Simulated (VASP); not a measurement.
Crystal: TePb.

```
Pb Te
1.0
     0.00000    3.27352    3.27352
     3.27352    0.00000    3.27352
     3.27352    3.27352    0.00000
Pb Te
1 1
Direct
  0.00000 0.00000 0.00000
  0.50000 0.50000 0.50000
```

Base run:

```yaml
Program: VASP 6.6.1
Functional: revPBE
Potentials_or_basis: VASP PAW PBE potentials, release 64 (Pb_d, Te)
Cutoff: 520 eV
k_mesh: 7 × 7 × 7
Occupations: fermi-dirac, width 0.05 eV
Spin: no spin polarisation
```

Its results: pressure 1.4 GPa.

Q: After a change of settings the same cell gave: pressure 3.5 GPa. Which change was it?
A. functional from revPBE to PBEsol; dispersion from none to D3(BJ)
B. functional from revPBE to PBEsol
C. functional from revPBE to BLYP
D. functional from revPBE to PBE

A: C.

Caveats: the PAW data sets were made with another functional, which shifts forces and pressure a little.
